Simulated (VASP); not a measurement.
# Ti (Fm-3m) in VASP: further runs, part 2 of 2

VASP 6.6.1. Earlier steps stand in the parts before.

### 5 Single point, revPBE

This run uses another cell than the first one, of 17.75 Å³/atom.

Contents of INCAR:

```
SYSTEM = Ti
PREC     = Accurate       ! precision mode
ENCUT    = 520            ! plane-wave cutoff, eV
EDIFF    = 1E-7           ! SCF threshold, eV
ISMEAR   = -1             ! smearing method
SIGMA    = 0.05           ! smearing width, eV
LREAL    = .False.        ! projectors in reciprocal space
LASPH    = .True.         ! aspherical terms in the spheres
NELM     = 80             ! most SCF steps
ALGO     = Normal         ! electronic algorithm
ISIF     = 2              ! what is computed and relaxed
LWAVE    = .False.        ! write WAVECAR
LCHARG   = .True.         ! write CHGCAR
GGA      = RE             ! functional
LELF     = .True.         ! ELF
LVHAR    = .True.       
NBANDS   = 12             ! bands
```

Contents of KPOINTS:

```
regular mesh
0
Gamma
  11 11 11
  0 0 0
```

Contents of POSCAR:

```
Ti
1.0
    0.0000000000      2.0704601221      2.0704601221
    2.0704601221      0.0000000000      2.0704601221
    2.0704601221      2.0704601221      0.0000000000
Ti
1
Direct
    0.0000000000      0.0000000000      0.0000000000
```

Potentials or basis: VASP PAW PBE potentials, release 64 (Ti_sv).

The run is started by

```bash
$ cat potpaw_PBE.64/Ti_sv/POTCAR > POTCAR
$ mpirun -np 1 vasp_std > vasp.out
```

OUTCAR:

```text
SYSTEM = Ti
   PREC = Accurate
   ENCUT = 520
   EDIFF = 1E-7
   ISMEAR = -1
   LREAL = .False.
   LASPH = .True.
   NELM = 80
   ISIF = 2
   GGA = RE

 ion  position               nearest neighbor table
   1  0.000  0.000  0.000-

  LATTYP: Found a face centered cubic cell.
 ALAT       =     4.1409202442

  Lattice vectors:

 A1 = (   0.0000000000,   2.0704601221,   2.0704601221)
 A2 = (   2.0704601221,   0.0000000000,   2.0704601221)
 A3 = (   2.0704601221,   2.0704601221,   0.0000000000)

Analysis of symmetry for initial positions (statically):
=====================================================================
 Subroutine PRICEL returns:
 Original cell was already a primitive cell.

 Routine SETGRP: Setting up the symmetry group for a
 face centered cubic supercell.

 Subroutine GETGRP returns: Found 48 space group operations
 (whereof 48 operations were pure point group operations)
 out of a pool of 48 trial point group operations.

The static configuration has the point symmetry O_h .

Analysis of symmetry for dynamics (positions and initial velocities):
=====================================================================
 Subroutine PRICEL returns:
 Original cell was already a primitive cell.

 Routine SETGRP: Setting up the symmetry group for a
 face centered cubic supercell.

 Subroutine GETGRP returns: Found 48 space group operations
 (whereof 48 operations were pure point group operations)
 out of a pool of 48 trial point group operations.

The dynamic configuration has the point symmetry O_h .

 Subroutine INISYM returns: Found 48 space group operations
 (whereof 48 operations are pure point group operations),
 and found     1 'primitive' translations

----------------------------------------------------------------------------------------

                                     Primitive cell

  volume of cell :      17.7513

  direct lattice vectors                    reciprocal lattice vectors
     0.000000000  2.070460122  2.070460122    -0.241492215  0.241492215  0.241492215
     2.070460122  0.000000000  2.070460122     0.241492215 -0.241492215  0.241492215
     2.070460122  2.070460122  0.000000000     0.241492215  0.241492215 -0.241492215

  length of vectors
     2.928072785  2.928072785  2.928072785     0.418276785  0.418276785  0.418276785

  position of ions in fractional coordinates (direct lattice)
     0.000000000  0.000000000  0.000000000

  ion indices of the primitive-cell ions
   primitive index   ion index
                 1           1

----------------------------------------------------------------------------------------

 KPOINTS: regular mesh

Automatic generation of k-mesh.
 Grid dimensions read from file:
 generate k-points for:   11   11   11

 Generating k-lattice:

  Cartesian coordinates                     Fractional coordinates (reciprocal lattice)
    -0.021953838  0.021953838  0.021953838     0.090909091  0.000000000  0.000000000
     0.021953838 -0.021953838  0.021953838     0.000000000  0.090909091  0.000000000
     0.021953838  0.021953838 -0.021953838     0.000000000  0.000000000  0.090909091

  Length of vectors
     0.038025162  0.038025162  0.038025162

  Shift w.r.t. Gamma in fractional coordinates (k-lattice)
     0.000000000  0.000000000  0.000000000

 Subroutine IBZKPT returns following result:
 ===========================================

 Found     56 irreducible k-points:

 Following reciprocal coordinates:
            Coordinates               Weight
  0.000000  0.000000  0.000000      1.000000
  0.090909  0.000000  0.000000      8.000000
  0.181818  0.000000  0.000000      8.000000
  0.272727  0.000000  0.000000      8.000000
  0.363636  0.000000  0.000000      8.000000
  0.454545  0.000000  0.000000      8.000000
[... 16 lines left out ...]
 -0.272727  0.181818  0.000000     24.000000
 -0.181818  0.181818  0.000000     12.000000
 [... further k-points ...]
   k-points           NKPTS =     56   k-points in BZ     NKDIM =     56   number of bands    NBANDS=     12
   number of dos      NEDOS =    301   number of ions     NIONS =      1
   total plane-waves  NPLWV =  13824
   dimension x,y,z NGX =    24 NGY =   24 NGZ =   24
   dimension x,y,z NGXF=    48 NGYF=   48 NGZF=   48
   ions per type =               1
   NGX,Y,Z   is equivalent  to a cutoff of  13.63, 13.63, 13.63 a.u.
   NGXF,Y,Z  is equivalent  to a cutoff of  27.25, 27.25, 27.25 a.u.
 SYSTEM =  Ti
   PREC   = accura    normal or accurate (medium, high low for compatibility)
   ISTART =      0    job   : 0-new  1-cont  2-samecut
   ICHARG =      2    charge: 1-file 2-atom 10-const
   ISPIN  =      1    spin polarized calculation?
   LNONCOLLINEAR =      F non collinear calculations
   LSORBIT =      F    spin-orbit coupling
   LASPH  =      T    aspherical Exc in radial PAW
   ENCUT  =  520.0 eV  38.22 Ry    6.18 a.u.   5.44  5.44  5.44*2*pi/ulx,y,z
   NELM   =     80;   NELMIN=  2; NELMDL= -5     # of ELM steps
   EDIFF  = 0.1E-06   stopping-criterion for ELM
   LREAL  =      F    real-space projection
   EDIFFG = 0.1E-05   stopping-criterion for IOM
   NSW    =      0    number of steps for IOM
   IBRION =     -1    ionic relax: 0-MD 1-quasi-New 2-CG
   NFREE  =      0    steps in history (QN), initial steepest desc. (CG)
   ISIF   =      2    stress and relaxation
   ISYM   =      2    0-nonsym 1-usesym 2-fastsym
   POTIM  = 0.5000    time-step for ionic-motion
   TEBEG  =    0.0;   TEEND  =   0.0 temperature during run
   PSTRESS=    0.0 pullay stress
   NELECT =      12.0000    total number of electrons
   NUPDOWN=      -1.0000    fix difference up-down
   EMIN   =  10.00;   EMAX   =-10.00  energy-range for DOS
   EFERMI =   0.00;   METHOD = LEGACY
   ISMEAR =    -1;   SIGMA  =   0.05  broadening in eV -4-tet -1-fermi 0-gaus
   EFERMI_NEDOS =   21; number of points for ismear=-14 and -15
   IALGO  =     38    algorithm
   IMIX   =      4    mixing-type and parameters
     AMIX     =   0.40;   BMIX     =  1.00
     AMIX_MAG =   1.60;   BMIX_MAG =  1.00
  volume/ion in A,a.u.               =      17.75       119.79
  Fermi-wavevector in a.u.,A,eV,Ry     =   1.436785  2.715129 28.087193  2.064350
  Thomas-Fermi vector in A             =   2.555935
   LORBIT       =      0    0 simple, 1 ext, 2 COOP (PROOUT), +10 PAW based schemes
   GGA     = RE    functional components
   LHFCALC =     F    Hartree Fock is set to
   AEXX    =    0.0000 exact exchange contribution
   IVDW    =     0    specifies the selected vdW correction
   LEPSILON=     F    determine dielectric tensor
   LRPA    =     F    only Hartree local field effects (RPA)
 non-spin polarized calculation
  energy-cutoff  :      520.00
  volume of cell :       17.75
 maximum number of plane-waves:       531
 NGX is ok and might be reduce to    24
   NGX = 11   NGY = 11   NGZ = 11

 number of electron      11.9999999 magnetization

 Free energy of the ion-electron system (eV)
  ---------------------------------------------------
  ext. energy  EPLUGINS =         0.00000000
  ---------------------------------------------------
  free energy    TOTEN  =        -7.46908258 eV

  energy without entropy =       -7.45551540  energy(sigma->0) =       -7.46229899

 E-fermi :   8.0685     XC(G=0): -11.3168

 val. band max:        8.0540341094   @ k =   0.2727   0.1818   0.0909
 cond. band min:       8.0713847853   @ k =   0.4545   0.0909   0.0000
 fundamental gap:      0.0173506759
 Fermi energy:         8.0685275247

 k-point     1 :       0.0000    0.0000    0.0000
  band No.  band energies     occupation
      1     -48.7711      2.00000
      2     -24.6062      2.00000
      3     -24.6062      2.00000
      4     -24.6062      2.00000
      5       2.0160      2.00000
      6       8.9457      0.00000
      7       8.9457      0.00000
      8       8.9457      0.00000
      9      10.5358      0.00000
     10      10.5358      0.00000
     11      23.1643      0.00000
     12      27.5629      0.00000
[... 331 lines left out ...]
 k-point    24 :      -0.1818    0.1818    0.0000
  band No.  band energies     occupation
      1     -48.6981      2.00000
      2     -24.9475      2.00000
      3     -24.7469      2.00000
      4     -24.6461      2.00000
      5       4.4442      2.00000
      6       7.9108      1.91815
      7       8.8726      0.00000
      8       9.8009      0.00000
      9       9.8021      0.00000
     10      11.4430      0.00000
     11      21.2691      0.00000
     12      21.6725      0.00000

 [... further k-points ...]

------------------------ aborting loop because EDIFF is reached ----------------------------------------

  FORCE on cell =-STRESS in cart. coord.  units (eV):
  Direction    XX          YY          ZZ          XY          YZ          ZX
  --------------------------------------------------------------------------------------
  -------------------------------------------------------------------------------------
  Total       -0.0274274     -0.0274274     -0.0274274      0.0000000      0.0000000      0.0000000
  in kB       -2.4755075     -2.4755075     -2.4755075      0.0000000      0.0000000      0.0000000
  external PRESSURE =      -2.4755075 kB  Pullay stress =       0.0000000 kB

 VOLUME and BASIS-vectors are now :
 -----------------------------------------------------------------------------
  energy-cutoff  :      520.00
  volume of cell :       17.75
      direct lattice vectors                 reciprocal lattice vectors
     0.000000000  2.070460122  2.070460122    -0.241492215  0.241492215  0.241492215
     2.070460122  0.000000000  2.070460122     0.241492215 -0.241492215  0.241492215
     2.070460122  2.070460122  0.000000000     0.241492215  0.241492215 -0.241492215

 POSITION                                       TOTAL-FORCE (eV/Angst)
 -----------------------------------------------------------------------------------
      0.00000      0.00000      0.00000        -0.000000      0.000000      0.000000
 -----------------------------------------------------------------------------------
    total drift:                                0.000000      0.000000     -0.000000

  FREE ENERGIE OF THE ION-ELECTRON SYSTEM (eV)
  ---------------------------------------------------
  free  energy   TOTEN  =        -7.4690825844 eV

  energy  without entropy=       -7.4555154027  energy(sigma->0) =       -7.46229899
```

It took 6.9 s on 1 thread of Intel Xeon 6975P-C (Granite Rapids), shared host; peak memory 0.14 GiB.

What came out:

```yaml
Free_energy: -7.4691 eV
Pressure: -0.2 GPa
Band_gap_on_the_k_mesh: zero (bands 6 and 7 overlap by 1.14 eV)
```

Caveat: the PAW data sets were made with another functional, which shifts forces and pressure a little.

### 6 Single point, BLYP

This run uses another cell than the first one, of 17.74 Å³/atom.

Contents of INCAR:

```
AGGAC    = 1.0          
AGGAX    = 1.0          
ALDAC    = 0.0          
ALDAX    = 1.0          
ALGO     = Normal         # electronic algorithm
EDIFF    = 1E-7           # SCF threshold, eV
ENCUT    = 520            # plane-wave cutoff, eV
GGA      = B5             # functional
ISIF     = 2              # what is computed and relaxed
ISMEAR   = -1             # smearing method
LASPH    = True           # aspherical terms in the spheres
LCHARG   = True           # write CHGCAR
LELF     = True           # ELF
LREAL    = False          # projectors in reciprocal space
LVHAR    = True         
LWAVE    = False          # write WAVECAR
NBANDS   = 12             # bands
NELM     = 100            # most SCF steps
PREC     = Accurate       # precision mode
SIGMA    = 0.05           # smearing width, eV
```

Contents of KPOINTS:

```
k-points
0
Gamma
  11 11 11
```

Contents of POSCAR:

```
Ti
1.0
    0.0000000000      2.0701463106      2.0701463106
    2.0701463106      0.0000000000      2.0701463106
    2.0701463106      2.0701463106      0.0000000000
Ti
1
Direct
    0.0000000000      0.0000000000      0.0000000000
```

Potentials or basis: VASP PAW PBE potentials, release 64 (Ti_sv).

The run is started by

```bash
$ cat potpaw_PBE.64/Ti_sv/POTCAR > POTCAR
$ mpirun -np 1 vasp_std > vasp.out
```

OUTCAR:

```text
EDIFF = 1E-7
   ENCUT = 520
   GGA = B5
   ISIF = 2
   ISMEAR = -1
   LASPH = True
   LREAL = False
   NELM = 100
   PREC = Accurate

 ion  position               nearest neighbor table
   1  0.000  0.000  0.000-

  LATTYP: Found a face centered cubic cell.
 ALAT       =     4.1402926212

  Lattice vectors:

 A1 = (   0.0000000000,   2.0701463106,   2.0701463106)
 A2 = (   2.0701463106,   0.0000000000,   2.0701463106)
 A3 = (   2.0701463106,   2.0701463106,   0.0000000000)

[... 536 lines left out ...]
     11      21.7986      0.00000
     12      22.1867      0.00000

 [... further k-points ...]

------------------------ aborting loop because EDIFF is reached ----------------------------------------

  FORCE on cell =-STRESS in cart. coord.  units (eV):
  Direction    XX          YY          ZZ          XY          YZ          ZX
  --------------------------------------------------------------------------------------
  -------------------------------------------------------------------------------------
  Total       -0.0047632     -0.0047632     -0.0047632     -0.0000000     -0.0000000     -0.0000000
  in kB       -0.4301037     -0.4301037     -0.4301037     -0.0000000     -0.0000000     -0.0000000
  external PRESSURE =      -0.4301037 kB  Pullay stress =       0.0000000 kB

 VOLUME and BASIS-vectors are now :
 -----------------------------------------------------------------------------
  energy-cutoff  :      520.00
  volume of cell :       17.74
      direct lattice vectors                 reciprocal lattice vectors
     0.000000000  2.070146311  2.070146311    -0.241528822  0.241528822  0.241528822
     2.070146311  0.000000000  2.070146311     0.241528822 -0.241528822  0.241528822
     2.070146311  2.070146311  0.000000000     0.241528822  0.241528822 -0.241528822

 POSITION                                       TOTAL-FORCE (eV/Angst)
 -----------------------------------------------------------------------------------
      0.00000      0.00000      0.00000        -0.000000     -0.000000     -0.000000
 -----------------------------------------------------------------------------------
    total drift:                               -0.000000      0.000000      0.000000

  FREE ENERGIE OF THE ION-ELECTRON SYSTEM (eV)
  ---------------------------------------------------
  free  energy   TOTEN  =        -6.7243467136 eV

  energy  without entropy=       -6.7130143824  energy(sigma->0) =       -6.71868055
```

OSZICAR:

```text
N       E                     dE             d eps       ncg     rms          rms(c)
DAV:   1     0.887788106215E+02    0.88779E+02   -0.65789E+03  1344   0.119E+03
DAV:   2    -0.328440407475E+01   -0.92063E+02   -0.89623E+02  1376   0.295E+02
DAV:   3    -0.747683666620E+01   -0.41924E+01   -0.41489E+01  1880   0.654E+01
DAV:   4    -0.758174887336E+01   -0.10491E+00   -0.10487E+00  1496   0.876E+00
DAV:   5    -0.758492316096E+01   -0.31743E-02   -0.31741E-02  1628   0.130E+00    0.780E+00
DAV:   6    -0.671670243576E+01    0.86822E+00   -0.19111E+00  1456   0.201E+01    0.206E+00
DAV:   7    -0.671541346599E+01    0.12890E-02   -0.85455E-02  1620   0.291E+00    0.121E+00
DAV:   8    -0.672405328340E+01   -0.86398E-02   -0.30623E-02  1388   0.222E+00    0.109E-01
DAV:   9    -0.672432755554E+01   -0.27427E-03   -0.23379E-03  1644   0.533E-01    0.663E-02
DAV:  10    -0.672436431729E+01   -0.36762E-04   -0.19428E-04  1392   0.156E-01    0.126E-02
DAV:  11    -0.672434554147E+01    0.18776E-04   -0.19125E-05  1684   0.593E-02    0.472E-03
DAV:  12    -0.672434605310E+01   -0.51163E-06   -0.84723E-07  1608   0.121E-02    0.129E-03
DAV:  13    -0.672434665647E+01   -0.60337E-06   -0.36540E-07  1676   0.438E-03    0.102E-03
DAV:  14    -0.672434671362E+01   -0.57147E-07   -0.13516E-08   792   0.117E-03
   1 F= -.67243467E+01 E0= -.67186805E+01  d E =-.113323E-01
```

It took 11 s on 1 thread of Intel Xeon 6975P-C (Granite Rapids), shared host; peak memory 0.14 GiB.

What came out:

```
Free energy            : -6.7243 eV
Pressure               : 0.0 GPa
Band gap on the k mesh : zero (bands 6 and 7 overlap by 1.07 eV)
```

Caveat: the PAW data sets were made with another functional, which shifts forces and pressure a little.

### 7 Overview

| level | cell | gap on the mesh (eV) | pressure (GPa) |
| --- | --- | --- | --- |
| PBE | a = 2.906 Å, angles 60.0°, 1 atom | none | -0.3 |
| PBEsol | a = 2.866 Å, angles 60.0°, 1 atom | none | -0.3 |
| RPBE | a = 2.937 Å, angles 60.0°, 1 atom | none | -0.3 |
| revPBE | a = 2.928 Å, angles 60.0°, 1 atom | none | -0.2 |
| BLYP | a = 2.928 Å, angles 60.0°, 1 atom | none | 0.0 |

Alike in all rows: task single point; potentials or basis VASP PAW PBE potentials, release 64 (Ti_sv); no spin polarisation; k mesh 11 × 11 × 11; cutoff (eV) 520; smearing fermi-dirac 0.05 eV.

Caveats: the PAW data sets were made with another functional, which shifts forces and pressure a little (at least some runs).

Absolute energies hang on the potentials; compare differences alone.
